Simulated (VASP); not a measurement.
A run of VASP 6.6.1 is set up as follows.

File POSCAR:

```
LiH8ClO4
1.0
    5.2848030000      0.0000000000      0.0000000000
    0.0000000000      5.2848030000      0.0000000000
    0.0000000000      0.0000000000      5.2848030000
O H Li Cl
4 8 1 1
Direct
    0.6173550840      0.4828751422      0.8837226288
   -0.0064335416      1.0335295374      0.5490270877
    0.6176578389     -0.0053171329      0.1628064471
    1.0690464716      0.7314936810      0.9535643997
    0.5900503765      0.4581816957      0.6980960312
    0.7998405995      0.4884571856      0.9116517683
    0.0590750497      1.2072730053      0.5497461306
    0.1113948808      0.9598276416      0.4375565182
    0.6346499576      0.1678586695      0.1094080517
    0.6874617654     -0.0016273076      0.3327844009
    1.0511839325      0.8423776629      0.8107019316
    0.9276977779      0.7903227424      1.0541736371
    0.4157770876      0.7250033729      0.0614214002
    0.3017520237      0.5432179780      0.4452389238
```

INCAR.step1

```
SYSTEM = LiH8ClO4
PREC     = Accurate       ! precision mode
ENCUT    = 1100           ! plane-wave cutoff, eV
ISMEAR   = -1             ! smearing method
SIGMA    = 0.02           ! smearing width, eV
LREAL    = .False.        ! projectors in reciprocal space
LASPH    = .True.         ! aspherical terms in the spheres
NELM     = 120            ! most SCF steps
NBANDS   = 34             ! bands
GGA      = PE             ! functional
ALGO     = Normal         ! electronic algorithm
EDIFF    = 1E-5           ! SCF threshold, eV
LWAVE    = .True.         ! write WAVECAR
LCHARG   = .False.        ! write CHGCAR
GGA_COMPAT= .False.
```

File INCAR.step2:

```
SYSTEM = LiH8ClO4
PREC     = Accurate       ! precision mode
ENCUT    = 1100           ! plane-wave cutoff, eV
EDIFF    = 1E-6           ! SCF threshold, eV
ISMEAR   = -1             ! smearing method
SIGMA    = 0.02           ! smearing width, eV
LREAL    = .False.        ! projectors in reciprocal space
LASPH    = .True.         ! aspherical terms in the spheres
NELM     = 120            ! most SCF steps
ALGO     = Normal         ! electronic algorithm
ISIF     = 2              ! what is computed and relaxed
LWAVE    = .False.        ! write WAVECAR
LCHARG   = .False.        ! write CHGCAR
METAGGA  = R2SCAN         ! meta-GGA
LMIXTAU  = .True.       
IVDW     = 12             ! dispersion correction
VDW_S6   = 1.0          
VDW_S8   = 0.78981345   
VDW_A1   = 0.49484001   
VDW_A2   = 5.73083694   
NBANDS   = 34             ! bands
ISTART   = 1            
GGA_COMPAT= .False.
```

KPOINTS

```
Automatic mesh
0
Gamma
  1 1 1
  0 0 0
```

Potentials or basis: VASP PAW PBE potentials, release 64 (O_h, H_h, Li_sv, Cl).

The run is started by

```console
$ cat potpaw_PBE.64/O_h/POTCAR potpaw_PBE.64/H_h/POTCAR potpaw_PBE.64/Li_sv/POTCAR potpaw_PBE.64/Cl/POTCAR > POTCAR
$ cp INCAR.step1 INCAR
$ mpirun -np 1 vasp_gam > vasp.out
$ cp INCAR.step2 INCAR
$ mpirun -np 1 vasp_gam > vasp.out
```

Task: Estimate the pressure.

Result: 2.0 GPa.

Task: What does it give for the largest force?

Result: 1.803 eV/Å.

Task: Estimate the dispersion energy per atom.

Result: -0.027 eV.

Forces on the atoms (eV/Å):
```
O    0.649 -0.744 -0.386
O   -0.790  1.377  0.669
O    0.329 -0.044  0.485
O   -0.093 -0.109  0.763
H   -0.297  0.307  0.901
H   -0.164  0.227 -0.382
H   -0.172  0.145  0.144
H    0.989 -1.244 -0.851
H   -0.352  0.420 -0.508
H    0.088 -0.103  0.131
H   -0.006  0.359 -1.175
H    0.096  0.108  0.385
Li  -0.432 -0.484  0.050
Cl   0.154 -0.215 -0.224
```

Caveat: the k points lie up to 1.19 Å⁻¹ apart, too coarse for converged energies, forces and pressures; the atoms stand as in a frame of molecular dynamics; the PAW data sets were made with another functional, which shifts forces and pressure a little.
